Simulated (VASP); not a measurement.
# Pb8N in VASP: further runs

Runs on Pb8N. Level: PBE. Tasks: single point.

Everything below comes from runs of VASP 6.6.1. Logs are shortened: lines on timing, memory, paths and dates and some standing lists are left out, and cuts for length are marked.

### 1 The cell of the first run

The cell holds a slab with vacuum, 9 atoms: a = 7.130 Å, b = 7.130 Å, c = 18.123 Å, α = 90.00°, β = 90.00°, γ = 120.00°.

### 2 Single point, PBE

INCAR reads:

```
PREC     = Accurate       # precision mode
ENCUT    = 520            # plane-wave cutoff, eV
EDIFF    = 1E-6           # SCF threshold, eV
ISMEAR   = 0              # smearing method
SIGMA    = 0.1            # smearing width, eV
LREAL    = False          # projectors in reciprocal space
LASPH    = True           # aspherical terms in the spheres
NELM     = 120            # most SCF steps
ALGO     = Normal         # electronic algorithm
ISIF     = 2              # what is computed and relaxed
LWAVE    = False          # write WAVECAR
LCHARG   = True           # write CHGCAR
LDIPOL   = True         
IDIPOL   = 3            
DIPOL    = 0.5 0.5 0.313
GGA      = PE             # functional
LELF     = True           # ELF
LVHAR    = True         
LVACPOTAV= True         
NBANDS   = 68             # bands
GGA_COMPAT= False        
NELMDL   = -8
```

KPOINTS reads:

```
Automatic mesh
0
Gamma
  6 6 1
```

POSCAR reads:

```
Pb8N
1.0
    7.1295023335      0.0000000000      0.0000000000
   -3.5647511668      6.1743301372      0.0000000000
    0.0000000000      0.0000000000     18.1234889141
Pb N
8 1
Direct
    0.3333333333      0.1666666667      0.2207080557
    0.3333333333      0.6666666667      0.2207080557
    0.8333333333      0.1666666667      0.2207080557
    0.8333333333      0.6666666667      0.2207080557
    0.1666666667      0.3333333333      0.3654643400
    0.1666666667      0.8333333333      0.3654643400
    0.6666666667      0.3333333333      0.3654643400
    0.6666666667      0.8333333333      0.3654643400
    0.1666666667      0.3333333333      0.4767972590
```

Potentials or basis: VASP PAW PBE potentials, release 64 (Pb_d, N).

Started as:

```sh
$ cat potpaw_PBE.64/Pb_d/POTCAR potpaw_PBE.64/N/POTCAR > POTCAR
$ mpirun -np 1 vasp_std > vasp.out
```

OUTCAR:

```text
PREC = Accurate
   ENCUT = 520
   EDIFF = 1E-6
   ISMEAR = 0
   LREAL = False
   LASPH = True
   NELM = 120
   ISIF = 2
   GGA = PE
   NELMDL = -8

 ion  position               nearest neighbor table
   1  0.333  0.167  0.221-   5 3.33   7 3.33   6 3.33   3 3.56   3 3.56   4 3.56   4 3.56   2 3.56
                             2 3.56
   2  0.333  0.667  0.221-   6 3.33   8 3.33   5 3.33   4 3.56   4 3.56   3 3.56   3 3.56   1 3.56
                             1 3.56
   3  0.833  0.167  0.221-   7 3.33   5 3.33   8 3.33   1 3.56   1 3.56   2 3.56   2 3.56   4 3.56
                             4 3.56
   4  0.833  0.667  0.221-   8 3.33   6 3.33   7 3.33   2 3.56   2 3.56   1 3.56   1 3.56   3 3.56
                             3 3.56
   5  0.167  0.333  0.365-   9 2.02   1 3.33   3 3.33   2 3.33   7 3.56   7 3.56   8 3.56   8 3.56
                             6 3.56   6 3.56
   6  0.167  0.833  0.365-   2 3.33   4 3.33   1 3.33   8 3.56   8 3.56   7 3.56   7 3.56   5 3.56
                             5 3.56
   7  0.667  0.333  0.365-   3 3.33   1 3.33   4 3.33   5 3.56   5 3.56   6 3.56   6 3.56   8 3.56
                             8 3.56
   8  0.667  0.833  0.365-   4 3.33   2 3.33   3 3.33   6 3.56   6 3.56   5 3.56   5 3.56   7 3.56
                             7 3.56
   9  0.167  0.333  0.477-   5 2.02

  LATTYP: Found a hexagonal cell.
 ALAT       =     7.1295023335
 C/A-ratio  =     2.5420412346

  Lattice vectors:

 A1 = (   7.1295023335,   0.0000000000,   0.0000000000)
 A2 = (  -3.5647511668,   6.1743301372,   0.0000000000)
 A3 = (   0.0000000000,   0.0000000000,  18.1234889141)

Analysis of symmetry for initial positions (statically):
=====================================================================
 Subroutine PRICEL returns:
 Original cell was already a primitive cell.

 Routine SETGRP: Setting up the symmetry group for a
 hexagonal supercell.

 Subroutine GETGRP returns: Found  6 space group operations
 (whereof  2 operations were pure point group operations)
 out of a pool of 24 trial point group operations.

The static configuration has the point symmetry C_1h.
 The point group associated with its full space group is C_3v.

Analysis of symmetry for dynamics (positions and initial velocities):
=====================================================================
 Subroutine PRICEL returns:
 Original cell was already a primitive cell.

 Routine SETGRP: Setting up the symmetry group for a
 hexagonal supercell.

 Subroutine GETGRP returns: Found  6 space group operations
 (whereof  2 operations were pure point group operations)
 out of a pool of 24 trial point group operations.

The dynamic configuration has the point symmetry C_1h.
 The point group associated with its full space group is C_3v.

 Subroutine INISYM returns: Found  6 space group operations
 (whereof  2 operations are pure point group operations),
 and found     1 'primitive' translations

----------------------------------------------------------------------------------------

                                     Primitive cell

  volume of cell :     797.7942

  direct lattice vectors                    reciprocal lattice vectors
     7.129502333  0.000000000  0.000000000     0.140262245  0.080980445  0.000000000
    -3.564751167  6.174330137  0.000000000     0.000000000  0.161960889  0.000000000
     0.000000000  0.000000000 18.123488914     0.000000000  0.000000000  0.055177014

  length of vectors
     7.129502333  7.129502334 18.123488914     0.161960889  0.161960889  0.055177014

  position of ions in fractional coordinates (direct lattice)
     0.333333333  0.166666667  0.220708056
     0.333333333  0.666666667  0.220708056
     0.833333333  0.166666667  0.220708056
     0.833333333  0.666666667  0.220708056
     0.166666667  0.333333333  0.365464340
     0.166666667  0.833333333  0.365464340
     0.666666667  0.333333333  0.365464340
     0.666666667  0.833333333  0.365464340
     0.166666667  0.333333333  0.476797259

  ion indices of the primitive-cell ions
   primitive index   ion index
                 1           1
                 2           2
                 3           3
                 4           4
                 5           5
                 6           6
                 7           7
                 8           8
                 9           9

----------------------------------------------------------------------------------------

 KPOINTS: Automatic mesh

Automatic generation of k-mesh.
 Grid dimensions read from file:
 generate k-points for:    6    6    1

 Generating k-lattice:

  Cartesian coordinates                     Fractional coordinates (reciprocal lattice)
     0.023377041  0.013496741  0.000000000     0.166666667  0.000000000  0.000000000
     0.000000000  0.026993482  0.000000000     0.000000000  0.166666667  0.000000000
     0.000000000  0.000000000  0.055177014     0.000000000  0.000000000  1.000000000

  Length of vectors
     0.026993482  0.026993482  0.055177014

  Shift w.r.t. Gamma in fractional coordinates (k-lattice)
     0.000000000  0.000000000  0.000000000

 Subroutine IBZKPT returns following result:
 ===========================================

 Found      7 irreducible k-points:

 Following reciprocal coordinates:
            Coordinates               Weight
  0.000000  0.000000  0.000000      1.000000
  0.166667  0.000000  0.000000      6.000000
  0.333333 -0.000000  0.000000      6.000000
  0.500000  0.000000  0.000000      3.000000
  0.166667  0.166667  0.000000      6.000000
  0.333333  0.166667  0.000000     12.000000
  0.333333  0.333333  0.000000      2.000000
   k-points           NKPTS =      7   k-points in BZ     NKDIM =      7   number of bands    NBANDS=     68
   number of dos      NEDOS =    301   number of ions     NIONS =      9
   total plane-waves  NPLWV = 408240
   dimension x,y,z NGX =    54 NGY =   54 NGZ =  140
   dimension x,y,z NGXF=   108 NGYF=  108 NGZF=  280
   ions per type =               8   1
   NGX,Y,Z   is equivalent  to a cutoff of  12.59, 12.59, 12.84 a.u.
   NGXF,Y,Z  is equivalent  to a cutoff of  25.18, 25.18, 25.68 a.u.
 SYSTEM =  unknown system
   PREC   = accura    normal or accurate (medium, high low for compatibility)
   ISTART =      0    job   : 0-new  1-cont  2-samecut
   ICHARG =      2    charge: 1-file 2-atom 10-const
   ISPIN  =      1    spin polarized calculation?
   LNONCOLLINEAR =      F non collinear calculations
   LSORBIT =      F    spin-orbit coupling
   LASPH  =      T    aspherical Exc in radial PAW
   ENCUT  =  520.0 eV  38.22 Ry    6.18 a.u.  13.26 13.26 33.70*2*pi/ulx,y,z
   NELM   =    120;   NELMIN=  2; NELMDL= -8     # of ELM steps
   EDIFF  = 0.1E-05   stopping-criterion for ELM
   LREAL  =      F    real-space projection
   EDIFFG = 0.1E-04   stopping-criterion for IOM
   NSW    =      0    number of steps for IOM
   IBRION =     -1    ionic relax: 0-MD 1-quasi-New 2-CG
   NFREE  =      0    steps in history (QN), initial steepest desc. (CG)
   ISIF   =      2    stress and relaxation
   ISYM   =      2    0-nonsym 1-usesym 2-fastsym
   POTIM  = 0.5000    time-step for ionic-motion
   TEBEG  =    0.0;   TEEND  =   0.0 temperature during run
   PSTRESS=    0.0 pullay stress
   NELECT =     117.0000    total number of electrons
   NUPDOWN=      -1.0000    fix difference up-down
   EMIN   =  10.00;   EMAX   =-10.00  energy-range for DOS
   EFERMI =   0.00;   METHOD = LEGACY
   ISMEAR =     0;   SIGMA  =   0.10  broadening in eV -4-tet -1-fermi 0-gaus
   EFERMI_NEDOS =   21; number of points for ismear=-14 and -15
   IALGO  =     38    algorithm
   IMIX   =      4    mixing-type and parameters
     AMIX     =   0.40;   BMIX     =  1.00
     AMIX_MAG =   1.60;   BMIX_MAG =  1.00
  volume/ion in A,a.u.               =      88.64       598.20
  Fermi-wavevector in a.u.,A,eV,Ry     =   0.863323  1.631443 10.140777  0.745326
  Thomas-Fermi vector in A             =   1.981255
   LORBIT       =      0    0 simple, 1 ext, 2 COOP (PROOUT), +10 PAW based schemes
   GGA     = PE    functional components
   LHFCALC =     F    Hartree Fock is set to
   AEXX    =    0.0000 exact exchange contribution
   IVDW    =     0    specifies the selected vdW correction
   LEPSILON=     F    determine dielectric tensor
   LRPA    =     F    only Hartree local field effects (RPA)
 non-spin polarized calculation
 Gauss-broadening in eV      SIGMA  =   0.10
  energy-cutoff  :      520.00
  volume of cell :      797.79
 maximum number of plane-waves:     21505
 NGX is ok and might be reduce to    54
   NGX = 27   NGY = 27   NGZ = 67

 number of electron     117.0000035 magnetization

 dipolmoment           0.000000      0.000000      0.448064 electrons x Angstroem

 Free energy of the ion-electron system (eV)
  ---------------------------------------------------
  ext. energy  EPLUGINS =         0.00000000
  ---------------------------------------------------
  free energy    TOTEN  =       -31.10211671 eV

  energy without entropy =      -31.06790752  energy(sigma->0) =      -31.08501212

 E-fermi :  -1.0773     XC(G=0):  -4.0415

 val. band max:       -1.0884626993   @ k =   0.5000   0.0000   0.0000
 cond. band min:      -1.0453767934   @ k =   0.5000   0.0000   0.0000
 fundamental gap:      0.0430859059
 Fermi energy:        -1.0773406981

 k-point     1 :       0.0000    0.0000    0.0000
  band No.  band energies     occupation
      1     -18.2364      2.00000
      2     -18.1466      2.00000
      3     -18.1466      2.00000
      4     -18.1119      2.00000
      5     -18.0826      2.00000
      6     -18.0703      2.00000
[... 60 lines left out ...]
     67       1.9598      0.00000
     68       1.9598      0.00000

 k-point     2 :       0.1667    0.0000    0.0000
  band No.  band energies     occupation
      1     -18.2307      2.00000
      2     -18.1389      2.00000
      3     -18.1312      2.00000
      4     -18.1057      2.00000
      5     -18.0778      2.00000
      6     -18.0716      2.00000
[... 60 lines left out ...]
     67       2.2329      0.00000
     68       2.2742      0.00000

 k-point     3 :       0.3333   -0.0000    0.0000
  band No.  band energies     occupation
      1     -18.2193      2.00000
      2     -18.1224      2.00000
      3     -18.0943      2.00000
      4     -18.0924      2.00000
      5     -18.0696      2.00000
      6     -18.0670      2.00000
[... 60 lines left out ...]
     67       1.6838      0.00000
     68       1.9691      0.00000

 k-point     4 :       0.5000    0.0000    0.0000
  band No.  band energies     occupation
      1     -18.2136      2.00000
      2     -18.1126      2.00000
      3     -18.0894      2.00000
      4     -18.0732      2.00000
      5     -18.0712      2.00000
      6     -18.0620      2.00000
[... 60 lines left out ...]
     67       1.1446      0.00000
     68       1.6196      0.00000

 k-point     5 :       0.1667    0.1667    0.0000
  band No.  band energies     occupation
      1     -18.2221      2.00000
      2     -18.1240      2.00000
      3     -18.1095      2.00000
      4     -18.0930      2.00000
      5     -18.0711      2.00000
      6     -18.0700      2.00000
[... 60 lines left out ...]
     67       1.8545      0.00000
     68       2.2451      0.00000

 k-point     6 :       0.3333    0.1667    0.0000
  band No.  band energies     occupation
      1     -18.2135      2.00000
      2     -18.1059      2.00000
      3     -18.0887      2.00000
      4     -18.0786      2.00000
      5     -18.0740      2.00000
      6     -18.0597      2.00000
[... 60 lines left out ...]
     67       1.5374      0.00000
     68       1.7788      0.00000

 k-point     7 :       0.3333    0.3333    0.0000
  band No.  band energies     occupation
      1     -18.2105      2.00000
      2     -18.0871      2.00000
      3     -18.0854      2.00000
      4     -18.0779      2.00000
      5     -18.0779      2.00000
      6     -18.0526      2.00000
[... 60 lines left out ...]
     67       1.9265      0.00000
     68       1.9647      0.00000

------------------------ aborting loop because EDIFF is reached ----------------------------------------

  FORCE on cell =-STRESS in cart. coord.  units (eV):
  Direction    XX          YY          ZZ          XY          YZ          ZX
  --------------------------------------------------------------------------------------
  -------------------------------------------------------------------------------------
  Total       -1.3514254     -1.3514254      2.4147825      0.0000000     -0.0000000     -0.0000000
  in kB       -2.7140123     -2.7140123      4.8495086      0.0000000     -0.0000000     -0.0000000
  external PRESSURE =      -0.1928386 kB  Pullay stress =       0.0000000 kB

 VOLUME and BASIS-vectors are now :
 -----------------------------------------------------------------------------
  energy-cutoff  :      520.00
  volume of cell :      797.79
      direct lattice vectors                 reciprocal lattice vectors
     7.129502333  0.000000000  0.000000000     0.140262245  0.080980445  0.000000000
    -3.564751167  6.174330137  0.000000000     0.000000000  0.161960889  0.000000000
     0.000000000  0.000000000 18.123488914     0.000000000  0.000000000  0.055177014

 POSITION                                       TOTAL-FORCE (eV/Angst)
 -----------------------------------------------------------------------------------
      1.78238      1.02906      4.00000         0.045669     -0.026367     -0.235984
     -0.00000      4.11622      4.00000        -0.000000      0.052734     -0.235984
      5.34713      1.02906      4.00000        -0.045669     -0.026367     -0.235984
      3.56475      4.11622      4.00000        -0.000000     -0.000000     -0.253624
      0.00000      2.05811      6.62349        -0.000000      0.000000     -0.038639
     -1.78238      5.14528      6.62349         0.126045      0.072772      0.331030
      3.56475      2.05811      6.62349         0.000000     -0.145545      0.331030
      1.78238      5.14528      6.62349        -0.126045      0.072772      0.331030
      0.00000      2.05811      8.64123        -0.000000      0.000000      0.007124
 -----------------------------------------------------------------------------------
    total drift:                                0.000001     -0.000001     -0.000808

  FREE ENERGIE OF THE ION-ELECTRON SYSTEM (eV)
  ---------------------------------------------------
  free  energy   TOTEN  =       -31.1021167108 eV

  energy  without entropy=      -31.0679075237  energy(sigma->0) =      -31.08501212

 vacuum level on the upper side and lower side of the slab         4.665         2.823
```

It took 11 min on 1 thread of Intel Xeon 6975P-C (Granite Rapids), shared host; peak memory 0.93 GiB.

What came out:

```yaml
Free_energy: -31.1021 eV
Largest_force: 0.362 eV/Å
Band_gap_on_the_k_mesh: zero (an odd number of electrons rules out a gap without spin polarisation)
```

Forces on the atoms (eV/Å):
```
Pb   0.046 -0.026 -0.236
Pb   0.000  0.053 -0.236
Pb  -0.046 -0.026 -0.236
Pb   0.000  0.000 -0.254
Pb   0.000  0.000 -0.039
Pb   0.126  0.073  0.331
Pb   0.000 -0.146  0.331
Pb  -0.126  0.073  0.331
N    0.000  0.000  0.007
```

Levels at points of the mesh, in eV from the Fermi level:
```csv
k point,band 56,band 57,band 58,band 59,band 60,band 61,band 62,band 63
"(0.00, 0.00, 0.00)",-2.10,-0.16,-0.09,-0.09,1.51,1.51,1.88,2.28
"(0.50, 0.00, 0.00)",-0.82,-0.31,-0.13,-0.01,0.03,0.28,1.23,1.57
```

Caveat: spin-orbit coupling is left out, which moves the levels of the heavy elements.

(Part 1 of 2 ends here.)

The gap in the log of VASP goes by the Fermi energy; the results here count the filled bands.